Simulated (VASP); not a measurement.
# ZrS in VASP: further runs, part 2 of 2

VASP 6.6.1. The steps go on from the part before.

**3. Single point, LDA (atoms displaced along a vibrational mode)**

Input file INCAR:

```
PREC     = Accurate       # precision mode
ENCUT    = 520            # plane-wave cutoff, eV
EDIFF    = 1E-7           # SCF threshold, eV
ISMEAR   = 0              # smearing method
SIGMA    = 0.15           # smearing width, eV
LREAL    = F              # projectors in reciprocal space
LASPH    = T              # aspherical terms in the spheres
NELM     = 100            # most SCF steps
ALGO     = Normal         # electronic algorithm
ISIF     = 2              # what is computed and relaxed
LWAVE    = F              # write WAVECAR
LCHARG   = T              # write CHGCAR
LELF     = T              # ELF
LVHAR    = T            
NBANDS   = 16             # bands
```

Input file KPOINTS:

```
regular mesh
0
Gamma
  16 16 16
```

Input file POSCAR:

```
ZrS
1.0
    0.0000000000      2.5671447250      2.5671447250
    2.5671447250      0.0000000000      2.5671447250
    2.5671447250      2.5671447250      0.0000000000
Zr S
1 1
Direct
   -0.0036758104      0.0036758104      0.0036758104
    0.5104590909      0.4895409091      0.4895409091
```

Potentials or basis: VASP PAW LDA potentials, release 64 (Zr_sv, S).

On the command line:

```
> cat potpaw_LDA.64/Zr_sv/POTCAR potpaw_LDA.64/S/POTCAR > POTCAR
> mpirun -np 1 vasp_std > vasp.out
```

OUTCAR:

```text
PREC = Accurate
   ENCUT = 520
   EDIFF = 1E-7
   ISMEAR = 0
   LREAL = F
   LASPH = T
   NELM = 100
   ISIF = 2

 ion  position               nearest neighbor table
   1  0.996  0.004  0.004-   2 2.49   2 2.57   2 2.57   2 2.57   2 2.57   2 2.64
   2  0.510  0.490  0.490-   1 2.49   1 2.57   1 2.57   1 2.57   1 2.57   1 2.64

  LATTYP: Found a face centered cubic cell.
 ALAT       =     5.1342894500

  Lattice vectors:

 A1 = (   0.0000000000,   2.5671447250,   2.5671447250)
 A2 = (   2.5671447250,   0.0000000000,   2.5671447250)
 A3 = (   2.5671447250,   2.5671447250,   0.0000000000)

Analysis of symmetry for initial positions (statically):
=====================================================================
 Subroutine PRICEL returns:
 Original cell was already a primitive cell.

 Routine SETGRP: Setting up the symmetry group for a
 face centered cubic supercell.

 Subroutine GETGRP returns: Found  8 space group operations
 (whereof  8 operations were pure point group operations)
 out of a pool of 48 trial point group operations.

The static configuration has the point symmetry C_4v.

Analysis of symmetry for dynamics (positions and initial velocities):
=====================================================================
 Subroutine PRICEL returns:
 Original cell was already a primitive cell.

 Routine SETGRP: Setting up the symmetry group for a
 face centered cubic supercell.

 Subroutine GETGRP returns: Found  8 space group operations
 (whereof  8 operations were pure point group operations)
 out of a pool of 48 trial point group operations.

The dynamic configuration has the point symmetry C_4v.

 Subroutine INISYM returns: Found  8 space group operations
 (whereof  8 operations are pure point group operations),
 and found     1 'primitive' translations

----------------------------------------------------------------------------------------

                                     Primitive cell

  volume of cell :      33.8362

  direct lattice vectors                    reciprocal lattice vectors
     0.000000000  2.567144725  2.567144725    -0.194768918  0.194768918  0.194768918
     2.567144725  0.000000000  2.567144725     0.194768918 -0.194768918  0.194768918
     2.567144725  2.567144725  0.000000000     0.194768918  0.194768918 -0.194768918

  length of vectors
     3.630490887  3.630490887  3.630490887     0.337349661  0.337349661  0.337349661

  position of ions in fractional coordinates (direct lattice)
     0.996324190  0.003675810  0.003675810
     0.510459091  0.489540909  0.489540909

  ion indices of the primitive-cell ions
   primitive index   ion index
                 1           1
                 2           2

----------------------------------------------------------------------------------------

 KPOINTS: regular mesh

Automatic generation of k-mesh.
 Grid dimensions read from file:
 generate k-points for:   16   16   16

 Generating k-lattice:

  Cartesian coordinates                     Fractional coordinates (reciprocal lattice)
    -0.012173057  0.012173057  0.012173057     0.062500000  0.000000000  0.000000000
     0.012173057 -0.012173057  0.012173057     0.000000000  0.062500000  0.000000000
     0.012173057  0.012173057 -0.012173057     0.000000000  0.000000000  0.062500000

  Length of vectors
     0.021084354  0.021084354  0.021084354

  Shift w.r.t. Gamma in fractional coordinates (k-lattice)
     0.000000000  0.000000000  0.000000000

 Subroutine IBZKPT returns following result:
 ===========================================

 Found    349 irreducible k-points:

 Following reciprocal coordinates:
            Coordinates               Weight
  0.000000  0.000000  0.000000      1.000000
  0.062500  0.000000  0.000000      8.000000
  0.125000  0.000000  0.000000      8.000000
  0.187500  0.000000  0.000000      8.000000
  0.250000  0.000000  0.000000      8.000000
  0.312500  0.000000  0.000000      8.000000
[... 16 lines left out ...]
  0.000000  0.437500  0.062500      8.000000
  0.500000  0.062500  0.000000     16.000000
 [... further k-points ...]
   k-points           NKPTS =    349   k-points in BZ     NKDIM =    349   number of bands    NBANDS=     16
   number of dos      NEDOS =    301   number of ions     NIONS =      2
   total plane-waves  NPLWV =  21952
   dimension x,y,z NGX =    28 NGY =   28 NGZ =   28
   dimension x,y,z NGXF=    56 NGYF=   56 NGZF=   56
   ions per type =               1   1
   NGX,Y,Z   is equivalent  to a cutoff of  12.82, 12.82, 12.82 a.u.
   NGXF,Y,Z  is equivalent  to a cutoff of  25.64, 25.64, 25.64 a.u.
 SYSTEM =  unknown system
   PREC   = accura    normal or accurate (medium, high low for compatibility)
   ISTART =      0    job   : 0-new  1-cont  2-samecut
   ICHARG =      2    charge: 1-file 2-atom 10-const
   ISPIN  =      1    spin polarized calculation?
   LNONCOLLINEAR =      F non collinear calculations
   LSORBIT =      F    spin-orbit coupling
   LASPH  =      T    aspherical Exc in radial PAW
   ENCUT  =  520.0 eV  38.22 Ry    6.18 a.u.   6.75  6.75  6.75*2*pi/ulx,y,z
   NELM   =    100;   NELMIN=  2; NELMDL= -5     # of ELM steps
   EDIFF  = 0.1E-06   stopping-criterion for ELM
   LREAL  =      F    real-space projection
   EDIFFG = 0.1E-05   stopping-criterion for IOM
   NSW    =      0    number of steps for IOM
   IBRION =     -1    ionic relax: 0-MD 1-quasi-New 2-CG
   NFREE  =      0    steps in history (QN), initial steepest desc. (CG)
   ISIF   =      2    stress and relaxation
   ISYM   =      2    0-nonsym 1-usesym 2-fastsym
   POTIM  = 0.5000    time-step for ionic-motion
   TEBEG  =    0.0;   TEEND  =   0.0 temperature during run
   PSTRESS=    0.0 pullay stress
   NELECT =      18.0000    total number of electrons
   NUPDOWN=      -1.0000    fix difference up-down
   EMIN   =  10.00;   EMAX   =-10.00  energy-range for DOS
   EFERMI =   0.00;   METHOD = LEGACY
   ISMEAR =     0;   SIGMA  =   0.15  broadening in eV -4-tet -1-fermi 0-gaus
   EFERMI_NEDOS =   21; number of points for ismear=-14 and -15
   IALGO  =     38    algorithm
   IMIX   =      4    mixing-type and parameters
     AMIX     =   0.40;   BMIX     =  1.00
     AMIX_MAG =   1.60;   BMIX_MAG =  1.00
  volume/ion in A,a.u.               =      16.92       114.17
  Fermi-wavevector in a.u.,A,eV,Ry     =   1.326494  2.506710 23.940628  1.759587
  Thomas-Fermi vector in A             =   2.455877
   LORBIT       =      0    0 simple, 1 ext, 2 COOP (PROOUT), +10 PAW based schemes
   GGA     = CA    functional components
   LHFCALC =     F    Hartree Fock is set to
   AEXX    =    0.0000 exact exchange contribution
   IVDW    =     0    specifies the selected vdW correction
   LEPSILON=     F    determine dielectric tensor
   LRPA    =     F    only Hartree local field effects (RPA)
 non-spin polarized calculation
 Gauss-broadening in eV      SIGMA  =   0.15
  energy-cutoff  :      520.00
  volume of cell :       33.84
 maximum number of plane-waves:       941
   NGX = 13   NGY = 13   NGZ = 13

 number of electron      18.0000001 magnetization

 Free energy of the ion-electron system (eV)
  ---------------------------------------------------
  ext. energy  EPLUGINS =         0.00000000
  ---------------------------------------------------
  free energy    TOTEN  =       -17.15268126 eV

  energy without entropy =      -17.14014461  energy(sigma->0) =      -17.14641293

 E-fermi :  11.3716     XC(G=0): -11.8536

 val. band max:       11.3671434207   @ k =   0.1875  -0.2500   0.4375
 cond. band min:      11.3857699436   @ k =   0.0625   0.3125   0.1250
 fundamental gap:      0.0186265228
 Fermi energy:        11.3715588929

 k-point     1 :       0.0000    0.0000    0.0000
  band No.  band energies     occupation
      1     -38.1665      2.00000
      2     -16.2916      2.00000
      3     -16.2854      2.00000
      4     -16.2854      2.00000
      5      -4.6663      2.00000
      6       7.8170      2.00000
[... 8 lines left out ...]
     15      18.5713      0.00000
     16      24.4020      0.00000
[... 419 lines left out ...]
 k-point    24 :       0.5000    0.0625    0.0000
  band No.  band energies     occupation
      1     -38.1283      2.00000
      2     -16.7431      2.00000
      3     -16.3368      2.00000
      4     -16.3317      2.00000
      5      -2.8882      2.00000
      6       3.1502      2.00000
[... 8 lines left out ...]
     15      17.7820      0.00000
     16      18.3519      0.00000

 [... further k-points ...]

------------------------ aborting loop because EDIFF is reached ----------------------------------------

  FORCE on cell =-STRESS in cart. coord.  units (eV):
  Direction    XX          YY          ZZ          XY          YZ          ZX
  --------------------------------------------------------------------------------------
  -------------------------------------------------------------------------------------
  Total        0.3202532      0.0105484      0.0105484      0.0000000      0.0000000      0.0000000
  in kB       15.1643200      0.4994800      0.4994800      0.0000000      0.0000000      0.0000000
  external PRESSURE =       5.3877600 kB  Pullay stress =       0.0000000 kB

 VOLUME and BASIS-vectors are now :
 -----------------------------------------------------------------------------
  energy-cutoff  :      520.00
  volume of cell :       33.84
      direct lattice vectors                 reciprocal lattice vectors
     0.000000000  2.567144725  2.567144725    -0.194768918  0.194768918  0.194768918
     2.567144725  0.000000000  2.567144725     0.194768918 -0.194768918  0.194768918
     2.567144725  2.567144725  0.000000000     0.194768918  0.194768918 -0.194768918

 POSITION                                       TOTAL-FORCE (eV/Angst)
 -----------------------------------------------------------------------------------
      0.01887      2.56714      2.56714        -0.479228      0.000000      0.000000
      2.51344      2.56714      2.56714         0.479228      0.000000      0.000000
 -----------------------------------------------------------------------------------
    total drift:                                0.000056      0.000000      0.000000

  FREE ENERGIE OF THE ION-ELECTRON SYSTEM (eV)
  ---------------------------------------------------
  free  energy   TOTEN  =       -17.1526812592 eV

  energy  without entropy=      -17.1401446068  energy(sigma->0) =      -17.14641293
```

Run time: 4.3 min. Hardware: 1 thread of AMD EPYC 7R43 (Zen 3), shared host; peak memory 0.25 GiB.

Results:

```yaml
Free_energy: -17.1527 eV
Pressure: 0.5 GPa
Largest_force: 0.479 eV/Å
Band_gap_on_the_k_mesh: zero (bands 9 and 10 overlap by 3.02 eV)
```

Forces on the atoms (eV/Å):
```
Zr  -0.479  0.000  0.000
S    0.479  0.000  0.000
```

Caveat: the cell differs from its parent crystal (atoms displaced along a vibrational mode).

**4. Single point, LDA (atoms displaced along a vibrational mode, the cell strained)**

Input file INCAR:

```
SYSTEM = ZrS
PREC = Accurate
ENCUT = 520
EDIFF = 1E-7
ISMEAR = 0
SIGMA = 0.15
LREAL = .False.
LASPH = .True.
NELM = 80
ALGO = Normal
ISIF = 2
LWAVE = .False.
LCHARG = .True.
GGA = CA
LELF = .True.
LVHAR = .True.
NBANDS = 16
```

Input file KPOINTS:

```
regular mesh
0
Gamma
  16 16 16
  0 0 0
```

Input file POSCAR:

```
ZrS
1.0
    0.0000000000      2.5671447250      2.5671447250
    2.6269591971      0.0000000000      2.5671447250
    2.6269591971      2.5671447250      0.0000000000
Zr S
1 1
Direct
   -0.0036758104      0.0036758104      0.0036758104
    0.5104590909      0.4895409091      0.4895409091
```

Potentials or basis: VASP PAW LDA potentials, release 64 (Zr_sv, S).

On the command line:

```
> cat potpaw_LDA.64/Zr_sv/POTCAR potpaw_LDA.64/S/POTCAR > POTCAR
> mpirun -np 1 vasp_std > vasp.out
```

OUTCAR:

```text
SYSTEM = ZrS
   PREC = Accurate
   ENCUT = 520
   EDIFF = 1E-7
   ISMEAR = 0
   LREAL = .False.
   LASPH = .True.
   NELM = 80
   ISIF = 2
   GGA = CA

 ion  position               nearest neighbor table
   1  0.996  0.004  0.004-   2 2.55   2 2.57   2 2.57   2 2.57   2 2.57   2 2.70
   2  0.510  0.490  0.490-   1 2.55   1 2.57   1 2.57   1 2.57   1 2.57   1 2.70

  LATTYP: Found a body centered tetragonal cell.
 ALAT       =     3.6304908867
 C/A-ratio  =     1.4471647384

  Lattice vectors:

 A1 = (   2.6269591971,   0.0000000000,   2.5671447250)
[... 643 lines left out ...]

  FORCE on cell =-STRESS in cart. coord.  units (eV):
  Direction    XX          YY          ZZ          XY          YZ          ZX
  --------------------------------------------------------------------------------------
  -------------------------------------------------------------------------------------
  Total       -1.3249195     -0.2280189     -0.2280189      0.0000000      0.0000000     -0.0000000
  in kB      -61.3078462    -10.5510934    -10.5510934      0.0000000      0.0000000     -0.0000000
  external PRESSURE =     -27.4700110 kB  Pullay stress =       0.0000000 kB

 VOLUME and BASIS-vectors are now :
 -----------------------------------------------------------------------------
  energy-cutoff  :      520.00
  volume of cell :       34.62
      direct lattice vectors                 reciprocal lattice vectors
     0.000000000  2.567144725  2.567144725    -0.190334133  0.194768918  0.194768918
     2.626959197  0.000000000  2.567144725     0.190334133 -0.194768918  0.194768918
     2.626959197  2.567144725  0.000000000     0.190334133  0.194768918 -0.194768918

 POSITION                                       TOTAL-FORCE (eV/Angst)
 -----------------------------------------------------------------------------------
      0.01931      2.56714      2.56714        -0.302239      0.000000      0.000000
      2.57201      2.56714      2.56714         0.302239      0.000000      0.000000
 -----------------------------------------------------------------------------------
    total drift:                                0.000119      0.000000      0.000000

  FREE ENERGIE OF THE ION-ELECTRON SYSTEM (eV)
  ---------------------------------------------------
  free  energy   TOTEN  =       -17.1406988952 eV

  energy  without entropy=      -17.1276379271  energy(sigma->0) =      -17.13416841
```

stdout:

```text
POSCAR found type information on POSCAR ZrS
 POSCAR found :  2 types and       2 ions
 scaLAPACK will be used
 LDA part: xc-table for (Slater(with rela. corr.)+CA(PZ))
 , standard interpolation
 POSCAR, INCAR and KPOINTS ok, starting setup
 FFT: planning ... GRIDC
 FFT: planning ... GRID_SOFT
 FFT: planning ... GRID
 WAVECAR not read
 entering main loop
```

Wall time 3 min (1 thread of AMD EPYC 7R43 (Zen 3), shared host); peak memory 0.25 GiB.

Results:

| Item | Value |
| --- | --- |
| Free energy | -17.1407 eV |
| Pressure | -2.7 GPa |
| Largest force | 0.302 eV/Å |
| Band gap on the k mesh | zero (bands 9 and 10 overlap by 2.82 eV) |

Forces in eV/Å, atoms in the order of the input:
```
Zr  -0.302  0.000  0.000
S    0.302  0.000  0.000
```

Levels at points of the mesh, in eV from the Fermi level:
```tsv
k point	band 6	band 7	band 8	band 9	band 10	band 11	band 12	band 13
(0.00, 0.00, 0.00)	-3.59	-3.51	-3.51	-1.60	-1.31	-1.31	-0.71	-0.68
(0.50, 0.00, 0.00)	-8.19	-6.11	-6.09	1.51	1.57	1.89	2.03	5.63
(0.50, 0.50, 0.00)	-6.20	-4.59	-4.48	-3.48	0.58	2.42	2.60	3.00
(0.00, 0.50, 0.50)	-6.34	-4.36	-4.36	-3.64	0.47	2.53	2.53	2.94
```

Caveat: the cell differs from its parent crystal (atoms displaced along a vibrational mode, the cell strained).

**5. Single point, LDA (the cell strained)**

Input file INCAR:

```
SYSTEM = ZrS
PREC = Accurate
ENCUT = 520
EDIFF = 1E-6
ISMEAR = 0
SIGMA = 0.15
LREAL = .FALSE.
LASPH = .TRUE.
NELM = 60
ALGO = Normal
ISIF = 2
LWAVE = .FALSE.
LCHARG = .FALSE.
NBANDS = 16
```

Input file KPOINTS:

```
Automatic mesh
0
G
  16 16 16
  0 0 0
```

Input file POSCAR:

```
ZrS
1.0
    0.0000000000      2.5671447250      2.5671447250
    2.6269591971      0.0000000000      2.5671447250
    2.6269591971      2.5671447250      0.0000000000
Zr S
1 1
Direct
    0.0000000000      0.0000000000      0.0000000000
    0.5000000000      0.5000000000      0.5000000000
```

On the command line:

```
> cat potpaw_LDA.64/Zr_sv/POTCAR potpaw_LDA.64/S/POTCAR > POTCAR
> mpirun -np 1 vasp_std > vasp.out
```

Wall time 2.5 min (1 thread of AMD EPYC 7R43 (Zen 3), shared host); peak memory 0.25 GiB.

It converged, with:

```yaml
Free_energy: -17.1517 eV
Pressure: -3.0 GPa
Band_gap_on_the_k_mesh: zero (bands 9 and 10 overlap by 2.88 eV)
```

Stress tensor (GPa, compression positive):
```
-7.23  0.00  0.00
 0.00 -0.95  0.00
 0.00  0.00 -0.95
```

Levels at points of the mesh, in eV from the Fermi level:
```tsv
k point	band 6	band 7	band 8	band 9	band 10	band 11	band 12	band 13
(0.00, 0.00, 0.00)	-3.54	-3.47	-3.47	-1.62	-1.37	-1.37	-0.82	-0.70
(0.50, 0.00, 0.00)	-8.20	-6.12	-6.11	1.51	1.60	1.92	1.98	5.77
(0.50, 0.50, 0.00)	-6.21	-4.49	-4.46	-3.64	0.54	2.41	2.59	2.98
(0.00, 0.50, 0.50)	-6.37	-4.37	-4.37	-3.66	0.44	2.52	2.52	2.99
```

Caveat: the cell differs from its parent crystal (the cell strained); the cell stands under tension.

**6. Summary**

```tsv
cell	gap on the mesh (eV)	pressure (GPa)	largest force (eV/Å)
a = 3.630, b = 3.588, c = 3.588 Å, angles 60.8, 59.6, 59.6°, 2 atoms, atomic positions A	none	4.3	-
a = 3.630 Å, angles 60.0°, 2 atoms, atomic positions B	none	0.5	0.48
a = 3.630, b = 3.673, c = 3.673 Å, angles 59.2, 60.4, 60.4°, 2 atoms, atomic positions B	none	-2.7	0.30
a = 3.630, b = 3.673, c = 3.673 Å, angles 59.2, 60.4, 60.4°, 2 atoms, atomic positions A	none	-3.0	-
```

Alike in all rows: task single point; level LDA; potentials or basis VASP PAW LDA potentials, release 64 (Zr_sv, S); no spin polarisation; k mesh 16 × 16 × 16; cutoff (eV) 520; smearing gaussian 0.15 eV.

Caveats: the cell stands under pressure (at least some runs); the cell stands under tension (at least some runs).

Total energies depend on the potentials used, so only differences within one code and one set of settings carry meaning.
